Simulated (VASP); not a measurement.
# HgTe (F-43m) in VASP: vibrations by perturbation theory with PBE

Aim: the vibrations by perturbation theory of HgTe with PBE.

Program: VASP 6.6.1. These are calculated values, not measurements. Logs are shortened: lines on timing, memory, paths and dates and some standing lists are left out, and cuts for length are marked.

### 1 The cell of the first run

Symmetry: F-43m, No. 216, cubic system. The conventional cell has a = 6.653 Å, b = 6.653 Å, c = 6.653 Å, α = 90.00°, β = 90.00°, γ = 90.00°. Hg (site symmetry -43m) has 4 Te at 2.88 Å within 3.8 Å. Within 3.8 Å of Te (site symmetry -43m) lie 4 Hg at 2.88 Å.

### 2 Vibrations by perturbation theory, PBE

File INCAR:

```
  PREC = Accurate
  ENCUT = 520
  EDIFF = 1E-8
  ISMEAR = -1
  SIGMA = 0.15
  LREAL = False
  LASPH = True
  NELM = 80
  ALGO = Normal
  ISIF = 2
  LWAVE = False
  LCHARG = False
  GGA = PE
  IBRION = 8
  NSW = 1
```

File KPOINTS:

```
regular mesh
0
Gamma
  14 14 14
```

File POSCAR:

```
HgTe
1.0
    0.0000000000      3.3264428158      3.3264428158
    3.3264428158      0.0000000000      3.3264428158
    3.3264428158      3.3264428158      0.0000000000
Hg Te
1 1
Direct
    0.2500000000      0.2500000000      0.2500000000
    0.5000000000      0.5000000000      0.5000000000
```

Potentials or basis: VASP PAW PBE potentials, release 64 (Hg, Te).

Run with:

```sh
cat potpaw_PBE.64/Hg/POTCAR potpaw_PBE.64/Te/POTCAR > POTCAR
mpirun -np 1 vasp_std > vasp.out
```

OUTCAR:

```text
PREC = Accurate
   ENCUT = 520
   EDIFF = 1E-8
   ISMEAR = -1
   LREAL = False
   LASPH = True
   NELM = 80
   ISIF = 2
   GGA = PE
   IBRION = 8
   NSW = 1

 ion  position               nearest neighbor table
   1  0.250  0.250  0.250-   2 2.88   2 2.88   2 2.88   2 2.88
   2  0.500  0.500  0.500-   1 2.88   1 2.88   1 2.88   1 2.88

  LATTYP: Found a face centered cubic cell.
 ALAT       =     6.6528856316

  Lattice vectors:

 A1 = (   0.0000000000,   3.3264428158,   3.3264428158)
 A2 = (   3.3264428158,   0.0000000000,   3.3264428158)
 A3 = (   3.3264428158,   3.3264428158,   0.0000000000)

Analysis of symmetry for initial positions (statically):
=====================================================================
 Subroutine PRICEL returns:
 Original cell was already a primitive cell.

 Routine SETGRP: Setting up the symmetry group for a
 face centered cubic supercell.

 Subroutine GETGRP returns: Found 24 space group operations
 (whereof 24 operations were pure point group operations)
 out of a pool of 48 trial point group operations.

The static configuration has the point symmetry T_d .

Analysis of symmetry for dynamics (positions and initial velocities):
=====================================================================
 Subroutine PRICEL returns:
 Original cell was already a primitive cell.

 Routine SETGRP: Setting up the symmetry group for a
 face centered cubic supercell.

 Subroutine GETGRP returns: Found 24 space group operations
 (whereof 24 operations were pure point group operations)
 out of a pool of 48 trial point group operations.

The dynamic configuration has the point symmetry T_d .

 Subroutine INISYM returns: Found 24 space group operations
 (whereof 24 operations are pure point group operations),
 and found     1 'primitive' translations

----------------------------------------------------------------------------------------

                                     Primitive cell

  volume of cell :      73.6157

  direct lattice vectors                    reciprocal lattice vectors
     0.000000000  3.326442816  3.326442816    -0.150310716  0.150310716  0.150310716
     3.326442816  0.000000000  3.326442816     0.150310716 -0.150310716  0.150310716
     3.326442816  3.326442816  0.000000000     0.150310716  0.150310716 -0.150310716

  length of vectors
     4.704300545  4.704300545  4.704300545     0.260345796  0.260345796  0.260345796

  position of ions in fractional coordinates (direct lattice)
     0.250000000  0.250000000  0.250000000
     0.500000000  0.500000000  0.500000000

  ion indices of the primitive-cell ions
   primitive index   ion index
                 1           1
                 2           2

----------------------------------------------------------------------------------------

 KPOINTS: regular mesh

Automatic generation of k-mesh.
 Grid dimensions read from file:
 generate k-points for:   14   14   14

 Generating k-lattice:

  Cartesian coordinates                     Fractional coordinates (reciprocal lattice)
    -0.010736480  0.010736480  0.010736480     0.071428571  0.000000000  0.000000000
     0.010736480 -0.010736480  0.010736480     0.000000000  0.071428571  0.000000000
     0.010736480  0.010736480 -0.010736480     0.000000000  0.000000000  0.071428571

  Length of vectors
     0.018596128  0.018596128  0.018596128

  Shift w.r.t. Gamma in fractional coordinates (k-lattice)
     0.000000000  0.000000000  0.000000000

 Subroutine IBZKPT returns following result:
 ===========================================

 Found    104 irreducible k-points:

 Following reciprocal coordinates:
            Coordinates               Weight
  0.000000  0.000000  0.000000      1.000000
  0.071429  0.000000  0.000000      8.000000
  0.142857  0.000000  0.000000      8.000000
  0.214286  0.000000  0.000000      8.000000
  0.285714  0.000000  0.000000      8.000000
  0.357143  0.000000  0.000000      8.000000
[... 16 lines left out ...]
  0.214286  0.142857  0.000000     24.000000
  0.285714  0.142857  0.000000     24.000000
 [... further k-points ...]
   k-points           NKPTS =    104   k-points in BZ     NKDIM =    104   number of bands    NBANDS=     13
   number of dos      NEDOS =    301   number of ions     NIONS =      2
   total plane-waves  NPLWV =  46656
   dimension x,y,z NGX =    36 NGY =   36 NGZ =   36
   dimension x,y,z NGXF=    72 NGYF=   72 NGZF=   72
   ions per type =               1   1
   NGX,Y,Z   is equivalent  to a cutoff of  12.72, 12.72, 12.72 a.u.
   NGXF,Y,Z  is equivalent  to a cutoff of  25.44, 25.44, 25.44 a.u.
 SYSTEM =  unknown system
   PREC   = accura    normal or accurate (medium, high low for compatibility)
   ISTART =      0    job   : 0-new  1-cont  2-samecut
   ICHARG =      2    charge: 1-file 2-atom 10-const
   ISPIN  =      1    spin polarized calculation?
   LNONCOLLINEAR =      F non collinear calculations
   LSORBIT =      F    spin-orbit coupling
   LASPH  =      T    aspherical Exc in radial PAW
   ENCUT  =  520.0 eV  38.22 Ry    6.18 a.u.   8.75  8.75  8.75*2*pi/ulx,y,z
   NELM   =     80;   NELMIN=  2; NELMDL= -5     # of ELM steps
   EDIFF  = 0.1E-07   stopping-criterion for ELM
   LREAL  =      F    real-space projection
   EDIFFG = 0.1E-06   stopping-criterion for IOM
   NSW    =      1    number of steps for IOM
   IBRION =      8    ionic relax: 0-MD 1-quasi-New 2-CG
   NFREE  =      0    steps in history (QN), initial steepest desc. (CG)
   ISIF   =      2    stress and relaxation
   ISYM   =      2    0-nonsym 1-usesym 2-fastsym
   POTIM  = 0.5000    time-step for ionic-motion
   TEBEG  =    0.0;   TEEND  =   0.0 temperature during run
   PSTRESS=    0.0 pullay stress
   NELECT =      18.0000    total number of electrons
   NUPDOWN=      -1.0000    fix difference up-down
   EMIN   =  10.00;   EMAX   =-10.00  energy-range for DOS
   EFERMI =   0.00;   METHOD = LEGACY
   ISMEAR =    -1;   SIGMA  =   0.15  broadening in eV -4-tet -1-fermi 0-gaus
   EFERMI_NEDOS =   21; number of points for ismear=-14 and -15
   IALGO  =     38    algorithm
   IMIX   =      4    mixing-type and parameters
     AMIX     =   0.40;   BMIX     =  1.00
     AMIX_MAG =   1.60;   BMIX_MAG =  1.00
  volume/ion in A,a.u.               =      36.81       248.39
  Fermi-wavevector in a.u.,A,eV,Ry     =   1.023707  1.934525 14.258575  1.047976
  Thomas-Fermi vector in A             =   2.157455
   LORBIT       =      0    0 simple, 1 ext, 2 COOP (PROOUT), +10 PAW based schemes
   GGA     = PE    functional components
   LHFCALC =     F    Hartree Fock is set to
   AEXX    =    0.0000 exact exchange contribution
   IVDW    =     0    specifies the selected vdW correction
   LEPSILON=     F    determine dielectric tensor
   LRPA    =     F    only Hartree local field effects (RPA)
 non-spin polarized calculation
  energy-cutoff  :      520.00
  volume of cell :       73.62
 maximum number of plane-waves:      2012
   NGX = 17   NGY = 17   NGZ = 17

--------------------------------------- Ionic step        1  -------------------------------------------

 number of electron      17.9999998 magnetization

 Free energy of the ion-electron system (eV)
  ---------------------------------------------------
  ext. energy  EPLUGINS =         0.00000000
  ---------------------------------------------------
  free energy    TOTEN  =        -3.65470936 eV

  energy without entropy =       -3.64530821  energy(sigma->0) =       -3.65000878

 E-fermi :   2.4909     XC(G=0):  -8.3540

 val. band max:        2.2240646355   @ k =   0.0000   0.0000   0.0000
 cond. band min:       2.5094279819   @ k =   0.0714   0.0000   0.0000
 fundamental gap:      0.2853633464
 Fermi energy:         2.4908525018

 k-point     1 :       0.0000    0.0000    0.0000
  band No.  band energies     occupation
      1      -9.1840      2.00000
      2      -4.6612      2.00000
      3      -4.6612      2.00000
      4      -4.6612      2.00000
      5      -4.2298      2.00000
      6      -4.2298      2.00000
      7       1.2994      1.99929
      8       2.2241      1.71104
      9       2.2241      1.71104
     10       2.2241      1.71104
     11       6.5998      0.00000
     12       6.5998      0.00000
     13       6.5998      0.00000
[... 354 lines left out ...]
  band No.  band energies     occupation
      1      -8.9152      2.00000
      2      -4.5966      2.00000
      3      -4.5664      2.00000
      4      -4.5092      2.00000
      5      -4.2441      2.00000
      6      -4.2122      2.00000
      7      -1.0052      2.00000
      8       1.3034      1.99927
      9       1.3631      1.99891
     10       3.8034      0.00032
     11       5.9740      0.00000
     12       7.6901      0.00000
     13       7.8164      0.00000

 [... further k-points ...]

------------------------ aborting loop because EDIFF is reached ----------------------------------------

  FORCE on cell =-STRESS in cart. coord.  units (eV):
  Direction    XX          YY          ZZ          XY          YZ          ZX
  --------------------------------------------------------------------------------------
  -------------------------------------------------------------------------------------
  Total        0.0158942      0.0158942      0.0158942      0.0000000      0.0000000      0.0000000
  in kB        0.3459232      0.3459232      0.3459232      0.0000000      0.0000000      0.0000000
  external PRESSURE =       0.3459232 kB  Pullay stress =       0.0000000 kB

 VOLUME and BASIS-vectors are now :
 -----------------------------------------------------------------------------
  energy-cutoff  :      520.00
  volume of cell :       73.62
      direct lattice vectors                 reciprocal lattice vectors
     0.000000000  3.326442816  3.326442816    -0.150310716  0.150310716  0.150310716
     3.326442816  0.000000000  3.326442816     0.150310716 -0.150310716  0.150310716
     3.326442816  3.326442816  0.000000000     0.150310716  0.150310716 -0.150310716

 POSITION                                       TOTAL-FORCE (eV/Angst)
 -----------------------------------------------------------------------------------
      1.66322      1.66322      1.66322        -0.000000     -0.000000      0.000000
      3.32644      3.32644      3.32644         0.000000      0.000000     -0.000000
 -----------------------------------------------------------------------------------
    total drift:                               -0.000000     -0.000000     -0.000000

  FREE ENERGIE OF THE ION-ELECTRON SYSTEM (eV)
  ---------------------------------------------------
  free  energy   TOTEN  =        -3.6547093564 eV

  energy  without entropy=       -3.6453082093  energy(sigma->0) =       -3.65000878

[... ionic steps 2 to 3 ...]

--------------------------------------- Ionic step        4  -------------------------------------------

------------------------ aborting loop because EDIFF is reached ----------------------------------------

[... ionic steps 5 to 6 ...]

--------------------------------------- Ionic step        7  -------------------------------------------

 Free energy of the ion-electron system (eV)
  ---------------------------------------------------
  ---------------------------------------------------
  free energy    TOTEN  =        -0.04838238 eV

  energy without entropy =       -0.04838238

------------------------ aborting loop because EDIFF is reached ----------------------------------------

 INTERNAL STRAIN TENSOR  FOR ION    2  DIRECTION 1   (eV/Angst):
 -----------------------------------------------------------------------------
     0.00814  0.00000  0.00000
     0.00000 -0.00156 -3.32380
     0.00000 -3.32380 -0.00156

 INTERNAL STRAIN TENSOR FOR ION    2 for displacements in x,y,z  (eV/Angst):
          X           Y           Z          XY          YZ          ZX
  --------------------------------------------------------------------------------
  x     0.00000     0.00000     0.00000     0.00000    -3.32380     0.00000
  y     0.00000     0.00000     0.00000     0.00000     0.00000    -3.32380
  z     0.00000     0.00000     0.00000    -3.32380     0.00000     0.00000

 SECOND DERIVATIVES (NOT SYMMETRIZED)
 ------------------------------------
               1X          1Y          1Z          2X          2Y          2Z
  1X    -2.713069    0.000000    0.000000    2.713069    0.000000    0.000000
  1Y     0.000000   -2.713069    0.000000    0.000000    2.713069    0.000000
  1Z     0.000000    0.000000   -2.713069    0.000000    0.000000    2.713069
  2X     2.714388    0.000000    0.000000   -2.714388    0.000000    0.000000
  2Y     0.000000    2.714388    0.000000    0.000000   -2.714388    0.000000
  2Z     0.000000    0.000000    2.714388    0.000000    0.000000   -2.714388

 Eigenvectors and eigenvalues of the dynamical matrix
 ----------------------------------------------------

   1 f  =    2.916274 THz    18.323493 2PiTHz   97.276445 cm-1    12.060737 meV
             X         Y         Z           dx          dy          dz
      1.663221  1.663221  1.663221     0.572929   -0.245836    0.000000
      3.326443  3.326443  3.326443    -0.718515    0.308305    0.000000
[... 21 lines left out ...]
   6 f/i=    0.000345 THz     0.002171 2PiTHz    0.011523 cm-1     0.001429 meV
             X         Y         Z           dx          dy          dz
      1.663221  1.663221  1.663221     0.684484   -0.377887    0.000000
      3.326443  3.326443  3.326443     0.545793   -0.301319    0.000000

--------------------------------------------------------------------------------------------------------

 ELASTIC MODULI CONTR FROM IONIC RELAXATION (kBar)
 Direction    XX          YY          ZZ          XY          YZ          ZX
 --------------------------------------------------------------------------------
 XX          -0.0000      0.0000      0.0000     -0.0000      0.0000      0.0000
 YY           0.0000     -0.0000     -0.0000     -0.0000     -0.0000      0.0000
 ZZ           0.0000     -0.0000     -0.0000      0.0000     -0.0000      0.0000
 XY          -0.0000     -0.0000      0.0000    -95.8059      0.0000      0.0000
 YZ           0.0000     -0.0000     -0.0000      0.0000    -95.8059      0.0000
 ZX           0.0000      0.0000      0.0000      0.0000      0.0000    -95.8059
 --------------------------------------------------------------------------------
```

It took 8.2 min on 1 thread of Intel Xeon 6975P-C (Granite Rapids), shared host; peak memory 0.98 GiB.

What came out:

| Item | Value |
| --- | --- |
| Highest phonon frequency at Γ, LO-TO splitting left out | 97 cm⁻¹ |

Phonon frequencies in cm⁻¹ (negative: imaginary):
```
              q point     frequencies
(0.000, 0.000, 0.000)  0 0 0 97 97 97
```

Caveat: spin-orbit coupling is left out, which moves the levels of the heavy elements.
